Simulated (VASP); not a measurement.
# HgTe (Fm-3m) in VASP: single point with PBE

Aim: the single point of HgTe with PBE.

All numbers are computed with VASP 6.6.1; they aren't measurements. Logs are shortened: lines on timing, memory, paths and dates and some standing lists are left out, and cuts for length are marked.

### Step 1. The cell of the first run

The structure is cubic, space group Fm-3m (No. 225). Conventional cell: a = 6.360 Å, b = 6.360 Å, c = 6.360 Å, α = 90.00°, β = 90.00°, γ = 90.00°. Within 4.2 Å of Hg (site symmetry m-3m) lie 6 Te at 3.18 Å. Within 4.2 Å of Te (site symmetry m-3m) lie 6 Hg at 3.18 Å.

### Step 2. Single point, PBE

File POSCAR:

```
HgTe
1.0
    0.0000000000      3.1800000000      3.1800000000
    3.1800000000      0.0000000000      3.1800000000
    3.1800000000      3.1800000000      0.0000000000
Hg Te
1 1
Direct
    0.0000000000      0.0000000000      0.0000000000
    0.5000000000      0.5000000000      0.5000000000
```

File INCAR.step1:

```
ALGO = Normal ; EDIFF = 1E-6
ENCUT = 400 ; GGA = PE
GGA_COMPAT = False ; ISIF = 2
ISMEAR = 0 ; LASPH = True
LCHARG = True ; LORBIT = 11
LREAL = False ; LWAVE = False
NBANDS = 16 ; NEDOS = 2001
NELM = 120 ; PREC = Accurate
SIGMA = 0.05
```

File KPOINTS.step1:

```
k-points
0
Gamma
  8 8 8
```

File INCAR.step2:

```
ALGO = Normal ; EDIFF = 1E-6
ENCUT = 400 ; GGA = PE
GGA_COMPAT = False ; ICHARG = 11
ISIF = 2 ; ISMEAR = -5
LASPH = True ; LCHARG = False
LORBIT = 10 ; LREAL = False
LWAVE = False ; NBANDS = 16
NEDOS = 1001 ; NELM = 120
PREC = Accurate ; SIGMA = 0.05
```

File KPOINTS.step2:

```
k-points
0
Gamma
  12 12 12
```

Potentials or basis: VASP PAW PBE potentials, release 64 (Hg, Te).

On the command line:

```
cat potpaw_PBE.64/Hg/POTCAR potpaw_PBE.64/Te/POTCAR > POTCAR
cp INCAR.step1 INCAR
cp KPOINTS.step1 KPOINTS
mpirun -np 1 vasp_std > vasp.out
cp INCAR.step2 INCAR
cp KPOINTS.step2 KPOINTS
mpirun -np 1 vasp_std > vasp.out
```

OUTCAR:

```text
EDIFF = 1E-6
   ENCUT = 400
   GGA = PE
   ICHARG = 11
   ISIF = 2
   ISMEAR = -5
   LASPH = True
   LORBIT = 10
   LREAL = False
   NELM = 120
   PREC = Accurate

 ion  position               nearest neighbor table
   1  0.000  0.000  0.000-   2 3.18   2 3.18   2 3.18   2 3.18   2 3.18   2 3.18
   2  0.500  0.500  0.500-   1 3.18   1 3.18   1 3.18   1 3.18   1 3.18   1 3.18

  LATTYP: Found a face centered cubic cell.
 ALAT       =     6.3600000000

  Lattice vectors:

 A1 = (   0.0000000000,   3.1800000000,   3.1800000000)
 A2 = (   3.1800000000,   0.0000000000,   3.1800000000)
 A3 = (   3.1800000000,   3.1800000000,   0.0000000000)

Analysis of symmetry for initial positions (statically):
=====================================================================
 Subroutine PRICEL returns:
 Original cell was already a primitive cell.

 Routine SETGRP: Setting up the symmetry group for a
 face centered cubic supercell.

 Subroutine GETGRP returns: Found 48 space group operations
 (whereof 48 operations were pure point group operations)
 out of a pool of 48 trial point group operations.

The static configuration has the point symmetry O_h .

Analysis of symmetry for dynamics (positions and initial velocities):
=====================================================================
 Subroutine PRICEL returns:
 Original cell was already a primitive cell.

 Routine SETGRP: Setting up the symmetry group for a
 face centered cubic supercell.

 Subroutine GETGRP returns: Found 48 space group operations
 (whereof 48 operations were pure point group operations)
 out of a pool of 48 trial point group operations.

The dynamic configuration has the point symmetry O_h .

 Subroutine INISYM returns: Found 48 space group operations
 (whereof 48 operations are pure point group operations),
 and found     1 'primitive' translations

----------------------------------------------------------------------------------------

                                     Primitive cell

  volume of cell :      64.3149

  direct lattice vectors                    reciprocal lattice vectors
     0.000000000  3.180000000  3.180000000    -0.157232704  0.157232704  0.157232704
     3.180000000  0.000000000  3.180000000     0.157232704 -0.157232704  0.157232704
     3.180000000  3.180000000  0.000000000     0.157232704  0.157232704 -0.157232704

  length of vectors
     4.497199128  4.497199128  4.497199128     0.272335033  0.272335033  0.272335033

[... 88 lines left out ...]
   ISIF   =      2    stress and relaxation
   ISYM   =      2    0-nonsym 1-usesym 2-fastsym
   POTIM  = 0.5000    time-step for ionic-motion
   TEBEG  =    0.0;   TEEND  =   0.0 temperature during run
   PSTRESS=    0.0 pullay stress
   NELECT =      18.0000    total number of electrons
   NUPDOWN=      -1.0000    fix difference up-down
   EMIN   =  10.00;   EMAX   =-10.00  energy-range for DOS
   EFERMI =   0.00;   METHOD = LEGACY
   ISMEAR =    -5;   SIGMA  =   0.05  broadening in eV -4-tet -1-fermi 0-gaus
   EFERMI_NEDOS =   21; number of points for ismear=-14 and -15
   IALGO  =     38    algorithm
   IMIX   =      4    mixing-type and parameters
     AMIX     =   0.40;   BMIX     =  1.00
     AMIX_MAG =   1.60;   BMIX_MAG =  1.00
  volume/ion in A,a.u.               =      32.16       217.01
  Fermi-wavevector in a.u.,A,eV,Ry     =   1.070850  2.023613 15.602062  1.146719
  Thomas-Fermi vector in A             =   2.206572
   LORBIT       =     10    0 simple, 1 ext, 2 COOP (PROOUT), +10 PAW based schemes
   GGA     = PE    functional components
   LHFCALC =     F    Hartree Fock is set to
   AEXX    =    0.0000 exact exchange contribution
   IVDW    =     0    specifies the selected vdW correction
   LEPSILON=     F    determine dielectric tensor
   LRPA    =     F    only Hartree local field effects (RPA)
 non-spin polarized calculation
 Fermi weights with tetrahedron method with Bloechl corrections
  energy-cutoff  :      400.00
  volume of cell :       64.31
 maximum number of plane-waves:      1211
 NGX is ok and might be reduce to    30

 number of electron      17.9999996 magnetization

 Free energy of the ion-electron system (eV)
  ---------------------------------------------------
  ext. energy  EPLUGINS =         0.00000000
  ---------------------------------------------------
  free energy    TOTEN  =        -3.26778176 eV

  energy without entropy =       -3.26778176  energy(sigma->0) =       -3.26778176

 E-fermi :   3.0377     XC(G=0):  -9.2798

 val. band max:        3.1993556295   @ k =   0.4167   0.0000   0.0000
 cond. band min:       2.9591309398   @ k =   0.4167   0.3333   0.0833
 fundamental gap:     -0.2402246897
 Fermi energy:         3.0377106331

 k-point     1 :       0.0000    0.0000    0.0000
  band No.  band energies     occupation
      1      -8.1553      2.00000
      2      -3.2133      2.00000
      3      -3.2133      2.00000
      4      -3.1643      2.00000
      5      -3.1643      2.00000
      6      -3.1643      2.00000
[... 433 lines left out ...]
      3      -3.3614      2.00000
      4      -3.2613      2.00000
      5      -3.0468      2.00000
      6      -3.0358      2.00000
[... 8 lines left out ...]
     15      13.0930      0.00000
     16      13.3828      0.00000

 [... further k-points ...]

------------------------ aborting loop because EDIFF is reached ----------------------------------------

  FORCE on cell =-STRESS in cart. coord.  units (eV):
  Direction    XX          YY          ZZ          XY          YZ          ZX
  --------------------------------------------------------------------------------------
  -------------------------------------------------------------------------------------
  Total       -1.4307843     -1.4307843     -1.4307843     -0.0000000      0.0000000      0.0000000
  in kB      -35.6429294    -35.6429294    -35.6429294     -0.0000000      0.0000000      0.0000000
  external PRESSURE =     -35.6429294 kB  Pullay stress =       0.0000000 kB

 VOLUME and BASIS-vectors are now :
 -----------------------------------------------------------------------------
  energy-cutoff  :      400.00
  volume of cell :       64.31
      direct lattice vectors                 reciprocal lattice vectors
     0.000000000  3.180000000  3.180000000    -0.157232704  0.157232704  0.157232704
     3.180000000  0.000000000  3.180000000     0.157232704 -0.157232704  0.157232704
     3.180000000  3.180000000  0.000000000     0.157232704  0.157232704 -0.157232704

 POSITION                                       TOTAL-FORCE (eV/Angst)
 -----------------------------------------------------------------------------------
      0.00000      0.00000      0.00000         0.000000      0.000000     -0.000000
      3.18000      3.18000      3.18000         0.000000      0.000000      0.000000
 -----------------------------------------------------------------------------------
    total drift:                               -0.000000      0.000000      0.000000

  FREE ENERGIE OF THE ION-ELECTRON SYSTEM (eV)
  ---------------------------------------------------
  free  energy   TOTEN  =        -3.2677817594 eV

  energy  without entropy=       -3.2677817594  energy(sigma->0) =       -3.26778176

 total charge

# of ion       s       p       d       tot
------------------------------------------
    1        0.758   0.239   9.355  10.352
    2        1.402   1.849   0.021   3.272
--------------------------------------------------
tot          2.160   2.088   9.376  13.624
```

Wall time 71 s (1 thread of Intel Xeon 8259CL, shared host); peak memory 0.19 GiB.

What came out:

| Item | Value |
| --- | --- |
| Valence electrons inside the program's atomic spheres | Hg 10.35; Te 3.27 |

Levels at points of the mesh, in eV from the Fermi level:
| k point | band 5 | band 6 | band 7 | band 8 | band 9 | band 10 | band 11 | band 12 | band 13 | band 14 |
| --- | --- | --- | --- | --- | --- | --- | --- | --- | --- | --- |
| (0.00, 0.00, 0.00) | -6.20 | -6.20 | -1.34 | -0.48 | -0.48 | -0.48 | 7.51 | 7.51 | 7.51 | 7.62 |
| (0.50, 0.00, 0.00) | -6.09 | -6.09 | -4.92 | 0.22 | 0.22 | 2.82 | 3.11 | 4.17 | 4.17 | 10.01 |
| (0.50, 0.50, 0.00) | -6.03 | -5.65 | -3.42 | -2.51 | -1.75 | -1.75 | 5.08 | 8.53 | 8.53 | 8.87 |

Caveat: spin-orbit coupling is left out, which moves the levels of the heavy elements; tetrahedron occupations give inexact forces and stress in metals.
